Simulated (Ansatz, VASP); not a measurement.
**One calculation of NaCl, two programs**

The input INCAR:

```
PREC = Accurate
ENCUT = 600
EDIFF = 1E-7
ISMEAR = -1
SIGMA = 0.05
LREAL = F
LASPH = T
NELM = 80
ALGO = Normal
ISIF = 3
LWAVE = F
LCHARG = F
GGA = PS
IVDW = 13
IBRION = 2
NSW = 60
EDIFFG = -0.01
```

Contents of KPOINTS:

```
regular mesh
0
Gamma
  8 8 8
```

POSCAR

```
NaCl
1.0
    0.0000000000      2.7940632177      2.7940632177
    2.7940632177      0.0000000000      2.7940632177
    2.7940632177      2.7940632177      0.0000000000
Cl Na
1 1
Direct
    0.5000000000      0.5000000000      0.5000000000
    0.0000000000      0.0000000000      0.0000000000
```

The input input.yaml:

```yaml
crystal:
  lattice:
    - [0.0, 2.7940632177, 2.7940632177]
    - [2.7940632177, 0.0, 2.7940632177]
    - [2.7940632177, 2.7940632177, 0.0]
  atoms:
    - { symbol: Cl, position: [0.5, 0.5, 0.5] }
    - { symbol: Na, position: [0.0, 0.0, 0.0] }
hamiltonian:
  xc: pbesol
  pseudopotentials: { kind: paw }
  dispersion: d4
kpoints:
  mp_grid: { grid: [8, 8, 8] }
scf:
  occupations: { method: fermi_dirac, width: 0.05 }
output:
  forces: true
  stress: true
  eigenvalues: true
  write_density: true
  write_potential: true
  elf: true
  volumetric_format: npy
relax:
  f_tol: 0.01
  max_steps: 40
  cell: { stress_tol: 0.05 }
```

Alike in both runs: task relaxation of cell and atoms; functional PBEsol; dispersion D4; k mesh 8 × 8 × 8; occupations fermi-dirac, width 0.05 eV; no spin polarisation.

|  | VASP | Ansatz |
| --- | --- | --- |
| version | VASP 6.6.1 | Ansatz 0.2.0 |
| potentials or method | VASP PAW PBE potentials, release 64 (Cl, Na_pv) | Ansatz PAW |
| plane-wave cutoff (eV) | 600 | 420 |
| valence electrons in the cell | 14 | 16 |

```csv
,VASP,Ansatz,Ansatz less VASP
"gap on the k mesh at the Fermi level, each at its own relaxed structure (eV)",5.06,5.07,+0.014
relaxed volume (Å³/atom),21.69,21.63,-0.061
relaxed length of the cell vector where the two differ most in proportion (Å),3.944,3.940,-0.0037
```

VASP's potentials were made for PBE, not for PBEsol. VASP's potentials hold 14 valence electrons a cell and Ansatz's 16, so a difference there can come from the potentials and not from the codes.

Noted on Ansatz's run: the plane-wave basis is chosen anew once the cell has moved, so the energies of steps on either side of that aren't comparable.
